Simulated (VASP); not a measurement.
# Mg (P6_3/mmc) in VASP: further runs

Aim: see how the results for Mg move with the level of theory and the settings. Levels: revPBE+D4, PBEsol, LDA, PBE. Tasks: single point.

Program: VASP 6.6.1. These are calculated values, not measurements. Logs are shortened: lines on timing, memory, paths and dates and some standing lists are left out, and cuts for length are marked.

## Step 1: The cell of the first run

The structure is hexagonal, space group P6_3/mmc (No. 194). Conventional cell: a = 3.272 Å, b = 3.272 Å, c = 5.312 Å, α = 90.00°, β = 90.00°, γ = 120.00°. Mg (site symmetry -6m2) has 12 Mg at 3.26 to 3.27 Å within 4.3 Å.

## Step 2: Single point, revPBE+D4

Contents of INCAR:

```
SYSTEM = Mg
ALGO = Normal
EDIFF = 1E-7
ENCUT = 520
GGA = RE
ISIF = 2
ISMEAR = -1
IVDW = 13
LASPH = .True.
LCHARG = .False.
LREAL = .False.
LWAVE = .False.
NBANDS = 9
NELM = 80
PREC = Accurate
SIGMA = 0.05
```

Contents of KPOINTS:

```
k-points
0
Gamma
  10 10 5
  0 0 0
```

Contents of POSCAR:

```
Mg
1.0
    3.2722434310      0.0000000000      0.0000000000
   -1.6361217155      2.8338459386      0.0000000000
    0.0000000000      0.0000000000      5.3124886887
Mg
2
Direct
    0.6666666667      0.3333333333      0.7500000000
    0.3333333333      0.6666666667      0.2500000000
```

Potentials or basis: VASP PAW PBE potentials, release 64 (Mg).

Started as:

```bash
> cat potpaw_PBE.64/Mg/POTCAR > POTCAR
> mpirun -np 1 vasp_std > vasp.out
```

OUTCAR:

```text
SYSTEM = Mg
   EDIFF = 1E-7
   ENCUT = 520
   GGA = RE
   ISIF = 2
   ISMEAR = -1
   IVDW = 13
   LASPH = .True.
   LREAL = .False.
   NELM = 80
   PREC = Accurate

 ion  position               nearest neighbor table
   1  0.667  0.333  0.750-   2 3.26   2 3.26   2 3.26   2 3.26   2 3.26   2 3.26
   2  0.333  0.667  0.250-   1 3.26   1 3.26   1 3.26   1 3.26   1 3.26   1 3.26

  LATTYP: Found a hexagonal cell.
 ALAT       =     3.2722434310
 C/A-ratio  =     1.6235004518

  Lattice vectors:

 A1 = (   3.2722434310,   0.0000000000,   0.0000000000)
 A2 = (  -1.6361217155,   2.8338459386,   0.0000000000)
 A3 = (   0.0000000000,   0.0000000000,   5.3124886887)

Analysis of symmetry for initial positions (statically):
=====================================================================
 Subroutine PRICEL returns:
 Original cell was already a primitive cell.

 Routine SETGRP: Setting up the symmetry group for a
 hexagonal supercell.

 Subroutine GETGRP returns: Found 24 space group operations
 (whereof 12 operations were pure point group operations)
 out of a pool of 24 trial point group operations.

The static configuration has the point symmetry D_3d.
 The point group associated with its full space group is D_6h.

Analysis of symmetry for dynamics (positions and initial velocities):
=====================================================================
 Subroutine PRICEL returns:
 Original cell was already a primitive cell.

 Routine SETGRP: Setting up the symmetry group for a
 hexagonal supercell.

 Subroutine GETGRP returns: Found 24 space group operations
 (whereof 12 operations were pure point group operations)
 out of a pool of 24 trial point group operations.

The dynamic configuration has the point symmetry D_3d.
 The point group associated with its full space group is D_6h.

 Subroutine INISYM returns: Found 24 space group operations
 (whereof 12 operations are pure point group operations),
 and found     1 'primitive' translations

----------------------------------------------------------------------------------------

                                     Primitive cell

  volume of cell :      49.2629

  direct lattice vectors                    reciprocal lattice vectors
     3.272243431  0.000000000  0.000000000     0.305600736  0.176438667  0.000000000
    -1.636121716  2.833845939  0.000000000     0.000000000  0.352877334  0.000000000
[... 89 lines left out ...]
   IBRION =     -1    ionic relax: 0-MD 1-quasi-New 2-CG
   NFREE  =      0    steps in history (QN), initial steepest desc. (CG)
   ISIF   =      2    stress and relaxation
   ISYM   =      2    0-nonsym 1-usesym 2-fastsym
   POTIM  = 0.5000    time-step for ionic-motion
   TEBEG  =    0.0;   TEEND  =   0.0 temperature during run
   PSTRESS=    0.0 pullay stress
   NELECT =       4.0000    total number of electrons
   NUPDOWN=      -1.0000    fix difference up-down
   EMIN   =  10.00;   EMAX   =-10.00  energy-range for DOS
   EFERMI =   0.00;   METHOD = LEGACY
   ISMEAR =    -1;   SIGMA  =   0.05  broadening in eV -4-tet -1-fermi 0-gaus
   EFERMI_NEDOS =   21; number of points for ismear=-14 and -15
   IALGO  =     38    algorithm
   IMIX   =      4    mixing-type and parameters
     AMIX     =   0.40;   BMIX     =  1.00
     AMIX_MAG =   1.60;   BMIX_MAG =  1.00
  volume/ion in A,a.u.               =      24.63       166.22
  Fermi-wavevector in a.u.,A,eV,Ry     =   0.708905  1.339637  6.837563  0.502547
  Thomas-Fermi vector in A             =   1.795345
   LORBIT       =      0    0 simple, 1 ext, 2 COOP (PROOUT), +10 PAW based schemes
   GGA     = RE    functional components
   LHFCALC =     F    Hartree Fock is set to
   AEXX    =    0.0000 exact exchange contribution
   IVDW    =    13    specifies the selected vdW correction
   LEPSILON=     F    determine dielectric tensor
   LRPA    =     F    only Hartree local field effects (RPA)
 non-spin polarized calculation
  energy-cutoff  :      520.00
  volume of cell :       49.26
 maximum number of plane-waves:      1340
   NGX = 13   NGY = 13   NGZ = 19

 number of electron       4.0000000 magnetization

 Free energy of the ion-electron system (eV)
  ---------------------------------------------------
  ext. energy  EPLUGINS =         0.00000000
  ---------------------------------------------------
  free energy    TOTEN  =        -2.70496888 eV

  energy without entropy =       -2.69272311  energy(sigma->0) =       -2.69884600

 E-fermi :   2.3900     XC(G=0):  -8.1975

 val. band max:        2.3837047699   @ k =   0.2000   0.1000   0.0000
 cond. band min:       2.4011049227   @ k =   0.3000   0.3000   0.0000
 fundamental gap:      0.0174001529
 Fermi energy:         2.3900387060

 k-point     1 :       0.0000    0.0000    0.0000
  band No.  band energies     occupation
      1      -4.2693      2.00000
      2       0.7746      2.00000
      3       1.1420      2.00000
      4      12.9098      0.00000
      5      12.9098      0.00000
      6      12.9183      0.00000
      7      12.9183      0.00000
      8      13.7879      0.00000
      9      15.1791      0.00000
[... 265 lines left out ...]
 k-point    24 :       0.4000    0.1000    0.2000
  band No.  band energies     occupation
      1      -0.1970      2.00000
      2       1.5453      2.00000
      3       2.9373      0.00004
      4       4.6168      0.00000
      5       6.5114      0.00000
      6       7.4078      0.00000
      7       8.8280      0.00000
      8      10.0912      0.00000
      9      12.4305      0.00000

 [... further k-points ...]

------------------------ aborting loop because EDIFF is reached ----------------------------------------

  DFT-D4 for vdW energy calculation

  Edisp (eV):   -0.50931

  FORCE on cell =-STRESS in cart. coord.  units (eV):
  Direction    XX          YY          ZZ          XY          YZ          ZX
  --------------------------------------------------------------------------------------
  -------------------------------------------------------------------------------------
  Total      -1.05205    -1.05205    -0.69467     0.00000     0.00000     0.00000
  in kB     -34.21568   -34.21568   -22.59284     0.00000     0.00000     0.00000
  external pressure =      -30.34 kB  Pullay stress =        0.00 kB

 VOLUME and BASIS-vectors are now :
 -----------------------------------------------------------------------------
  energy-cutoff  :      520.00
  volume of cell :       49.26
      direct lattice vectors                 reciprocal lattice vectors
     3.272243431  0.000000000  0.000000000     0.305600736  0.176438667  0.000000000
    -1.636121716  2.833845939  0.000000000     0.000000000  0.352877334  0.000000000
     0.000000000  0.000000000  5.312488689     0.000000000  0.000000000  0.188235695

 POSITION                                       TOTAL-FORCE (eV/Angst)
 -----------------------------------------------------------------------------------
      1.63612      0.94462      3.98437         0.000000      0.000000      0.000000
     -0.00000      1.88923      1.32812        -0.000000      0.000000      0.000000
 -----------------------------------------------------------------------------------
    total drift:                                0.000000     -0.000000      0.000000

  FREE ENERGIE OF THE ION-ELECTRON SYSTEM (eV)
  ---------------------------------------------------
  free  energy   TOTEN  =        -3.2142825509 eV

  energy  without entropy=       -3.2020367843  energy(sigma->0) =       -3.20815967
```

OSZICAR:

```text
N       E                     dE             d eps       ncg     rms          rms(c)
DAV:   1    -0.179902244407E+00   -0.17990E+00   -0.12708E+03   756   0.314E+02
DAV:   2    -0.267042295337E+01   -0.24905E+01   -0.23496E+01  1032   0.257E+01
DAV:   3    -0.271068764586E+01   -0.40265E-01   -0.40032E-01   955   0.264E+00
DAV:   4    -0.271079575223E+01   -0.10811E-03   -0.10810E-03  1012   0.151E-01
DAV:   5    -0.271079642821E+01   -0.67598E-06   -0.67588E-06   968   0.105E-02    0.101E+00
DAV:   6    -0.271013085624E+01    0.66557E-03   -0.97044E-04   884   0.263E-01    0.653E-01
DAV:   7    -0.270494491820E+01    0.51859E-02   -0.31829E-03   784   0.451E-01    0.382E-02
DAV:   8    -0.270497229586E+01   -0.27378E-04   -0.18704E-05  1043   0.259E-02    0.932E-03
DAV:   9    -0.270496929201E+01    0.30039E-05   -0.18410E-06   835   0.712E-03    0.687E-04
DAV:  10    -0.270496896661E+01    0.32540E-06   -0.11719E-08   694   0.692E-04    0.185E-04
DAV:  11    -0.270496887958E+01    0.87025E-07   -0.13043E-09   441   0.226E-04
   1 F= -.32142826E+01 E0= -.32081597E+01  d E =-.122458E-01
```

Run time: 7.9 s. Hardware: 1 thread of Intel Xeon 6975P-C, shared host; peak memory 0.16 GiB.

Results:

```
Free energy                : -3.2143 eV
Pressure                   : -3.0 GPa
Band gap on the k mesh     : zero (band 2 reaches 3.03 eV, above the bottom of band 3 at 1.14 eV)
Dispersion energy per atom : -0.255 eV
```

Stress tensor (GPa, compression positive):
```
-3.42  0.00  0.00
 0.00 -3.42  0.00
 0.00  0.00 -2.26
```

Levels at points of the mesh, in eV from the Fermi level:
```csv
k point,band 1,band 2,band 3,band 4,band 5,band 6
"(0.00, 0.00, 0.00)",-6.66,-1.62,-1.25,10.52,10.52,10.53
"(0.50, 0.00, 0.00)",-2.09,-2.06,2.53,2.94,3.08,3.49
```

Caveat: the PAW data sets were made with another functional, which shifts forces and pressure a little; pairwise dispersion overbinds metals, which lowers pressure and volume.

## Step 3: Single point, PBEsol

Contents of INCAR:

```
  ALGO = Fast
  EDIFF = 1E-6
  ENCUT = 520
  GGA = PS
  ISIF = 2
  ISMEAR = -1
  LASPH = True
  LCHARG = False
  LREAL = False
  LWAVE = False
  NBANDS = 9
  NELM = 100
  PREC = Accurate
  SIGMA = 0.05
```

Contents of KPOINTS:

```
k-points
0
Gamma
  10 10 5
```

POSCAR is that of step 2.

Potentials or basis: VASP PAW PBE potentials, release 64 (Mg).

Started as:

```bash
> cat potpaw_PBE.64/Mg/POTCAR > POTCAR
> mpirun -np 1 vasp_std > vasp.out
```

OUTCAR:

```text
EDIFF = 1E-6
   ENCUT = 520
   GGA = PS
   ISIF = 2
   ISMEAR = -1
   LASPH = True
   LREAL = False
   NELM = 100
   PREC = Accurate

 ion  position               nearest neighbor table
   1  0.667  0.333  0.750-   2 3.26   2 3.26   2 3.26   2 3.26   2 3.26   2 3.26
   2  0.333  0.667  0.250-   1 3.26   1 3.26   1 3.26   1 3.26   1 3.26   1 3.26

  LATTYP: Found a hexagonal cell.
 ALAT       =     3.2722434310
 C/A-ratio  =     1.6235004518

  Lattice vectors:

[... 474 lines left out ...]

 [... further k-points ...]

------------------------ aborting loop because EDIFF is reached ----------------------------------------

  FORCE on cell =-STRESS in cart. coord.  units (eV):
  Direction    XX          YY          ZZ          XY          YZ          ZX
  --------------------------------------------------------------------------------------
  -------------------------------------------------------------------------------------
  Total       -0.9842983     -0.9842983     -0.6032578      0.0000000      0.0000000      0.0000000
  in kB      -32.0123416    -32.0123416    -19.6197578      0.0000000      0.0000000      0.0000000
  external PRESSURE =     -27.8814803 kB  Pullay stress =       0.0000000 kB

 VOLUME and BASIS-vectors are now :
 -----------------------------------------------------------------------------
  energy-cutoff  :      520.00
  volume of cell :       49.26
      direct lattice vectors                 reciprocal lattice vectors
     3.272243431  0.000000000  0.000000000     0.305600736  0.176438667  0.000000000
    -1.636121716  2.833845939  0.000000000     0.000000000  0.352877334  0.000000000
     0.000000000  0.000000000  5.312488689     0.000000000  0.000000000  0.188235695

 POSITION                                       TOTAL-FORCE (eV/Angst)
 -----------------------------------------------------------------------------------
      1.63612      0.94462      3.98437         0.000000      0.000000      0.000000
     -0.00000      1.88923      1.32812        -0.000000     -0.000000      0.000000
 -----------------------------------------------------------------------------------
    total drift:                                0.000000     -0.000000      0.000000

  FREE ENERGIE OF THE ION-ELECTRON SYSTEM (eV)
  ---------------------------------------------------
  free  energy   TOTEN  =        -3.4023324092 eV

  energy  without entropy=       -3.3901553722  energy(sigma->0) =       -3.39624389
```

stdout:

```text
POSCAR found type information on POSCAR Mg
 POSCAR found :  1 types and       2 ions
 scaLAPACK will be used
 -----------------------------------------------------------------------------
|                                                                             |
|                                                                             |
|     You enforced a specific xc type in the INCAR file but a different       |
|     I HOPE YOU KNOW WHAT YOU ARE DOING!                                     |
|                                                                             |
 -----------------------------------------------------------------------------

 LDA part: xc-table for (Slater+PW92), standard interpolation
 POSCAR, INCAR and KPOINTS ok, starting setup
 FFT: planning ... GRIDC
 FFT: planning ... GRID_SOFT
 FFT: planning ... GRID
 WAVECAR not read
 entering main loop
```

Run time: 7.1 s. Hardware: 1 thread of Intel Xeon 6975P-C, shared host; peak memory 0.16 GiB.

Results:

- Free energy: -3.4023 eV
- Pressure: -2.8 GPa
- Band gap on the k mesh: zero (band 2 reaches 2.91 eV, above the bottom of band 3 at 1.00 eV)

Caveat: the PAW data sets were made with another functional, which shifts forces and pressure a little.

## Step 4: Single point, LDA

This run uses another cell than the first one, of 21.70 Å³/atom, 0.881 times its volume.

Contents of INCAR:

```
SYSTEM = Mg
PREC = Accurate
ENCUT = 520
EDIFF = 1E-6
ISMEAR = -1
SIGMA = 0.05
LREAL = .False.
LASPH = .True.
NELM = 60
ALGO = Normal
ISIF = 2
LWAVE = .False.
LCHARG = .False.
GGA = CA
NBANDS = 9
```

Contents of KPOINTS:

```
regular mesh
0
Gamma
  10 10 5
  0 0 0
```

Contents of POSCAR:

```
Mg
1.0
    3.1072701871      0.0000000000      0.0000000000
   -1.5536350936      2.6909749185      0.0000000000
    0.0000000000      0.0000000000      5.1911864523
Mg
2
Direct
    0.6666666667      0.3333333333      0.7500000000
    0.3333333333      0.6666666667      0.2500000000
```

Potentials or basis: VASP PAW LDA potentials, release 64 (Mg).

Started as:

```bash
> cat potpaw_LDA.64/Mg/POTCAR > POTCAR
> mpirun -np 1 vasp_std > vasp.out
```

Wall time 9.9 s (1 thread of AMD EPYC 7R43 (Zen 3), shared host); peak memory 0.11 GiB.

It converged, with:

* Free energy: -3.6191 eV
* Pressure: -0.4 GPa
* Band gap on the k mesh: zero (band 2 reaches 3.34 eV, above the bottom of band 3 at 1.22 eV)

Levels at points of the mesh, in eV from the Fermi level:
```
           k point  band 1  band 2  band 3  band 4  band 5
(0.00, 0.00, 0.00)   -7.21   -1.94   -1.59   11.49   11.49
(0.50, 0.00, 0.00)   -2.19   -2.13    2.66    2.98    3.15
```

## Step 5: Single point, PBE

This run uses another cell than the first one, of 23.24 Å³/atom, 0.943 times its volume.

Contents of INCAR:

```
SYSTEM = Mg
ALGO = Normal
EDIFF = 1E-6
ENCUT = 520
GGA = PE
ISIF = 2
ISMEAR = 0
LASPH = .TRUE.
LCHARG = .FALSE.
LREAL = .FALSE.
LWAVE = .FALSE.
NBANDS = 9
NELM = 100
PREC = Accurate
SIGMA = 0.020999999999999998
```

Contents of KPOINTS:

```
k-points
0
G
  10 10 5
  0 0 0
```

Contents of POSCAR:

```
Mg
1.0
    3.2093000000      0.0000000000      0.0000000000
   -1.6046500000      2.7793353284      0.0000000000
    0.0000000000      0.0000000000      5.2103000000
Mg
2
Direct
    0.6666666667      0.3333333333      0.7500000000
    0.3333333333      0.6666666667      0.2500000000
```

Potentials or basis: VASP PAW PBE potentials, release 64 (Mg).

Started as:

```bash
> cat potpaw_PBE.64/Mg/POTCAR > POTCAR
> mpirun -np 1 vasp_std > vasp.out
```

Wall time 14 s (1 thread of AMD EPYC 7R43 (Zen 3), shared host); peak memory 0.13 GiB.

Results (log left out):

```yaml
Free_energy: -2.9992 eV
Pressure: -0.6 GPa
Band_gap_on_the_k_mesh: zero (band 2 reaches 3.24 eV, above the bottom of band 3 at 1.33 eV)
```

Stress tensor (GPa, compression positive):
```
-0.81  0.00  0.00
 0.00 -0.81  0.00
 0.00  0.00 -0.10
```

Levels at points of the mesh, in eV from the Fermi level:
```csv
k point,band 1,band 2,band 3,band 4,band 5,band 6
"(0.00, 0.00, 0.00)",-6.87,-1.65,-1.24,10.88,10.88,10.97
"(0.50, 0.00, 0.00)",-2.11,-2.11,2.65,3.03,3.25,3.66
```

## Step 6: Overview

| level | potentials or basis | cell | smearing | gap on the mesh (eV) | pressure (GPa) |
| --- | --- | --- | --- | --- | --- |
| revPBE+D4 | VASP PAW PBE potentials, release 64 (Mg) | a = 3.272, b = 3.272, c = 5.312 Å, angles 90.0, 90.0, 120.0°, 2 atoms | fermi-dirac 0.05 eV | none | -3.0 |
| PBEsol | VASP PAW PBE potentials, release 64 (Mg) | a = 3.272, b = 3.272, c = 5.312 Å, angles 90.0, 90.0, 120.0°, 2 atoms | fermi-dirac 0.05 eV | none | -2.8 |
| LDA | VASP PAW LDA potentials, release 64 (Mg) | a = 3.107, b = 3.107, c = 5.191 Å, angles 90.0, 90.0, 120.0°, 2 atoms | fermi-dirac 0.05 eV | none | -0.4 |
| PBE | VASP PAW PBE potentials, release 64 (Mg) | a = 3.209, b = 3.209, c = 5.210 Å, angles 90.0, 90.0, 120.0°, 2 atoms | gaussian 0.021 eV | none | -0.6 |

Alike in all rows: task single point; no spin polarisation; k mesh 10 × 10 × 5; cutoff (eV) 520.

Caveats: the PAW data sets were made with another functional, which shifts forces and pressure a little (some runs); pairwise dispersion overbinds metals, which lowers pressure and volume (some runs).

Total energies depend on the potentials used, so only differences within one code and one set of settings carry meaning.
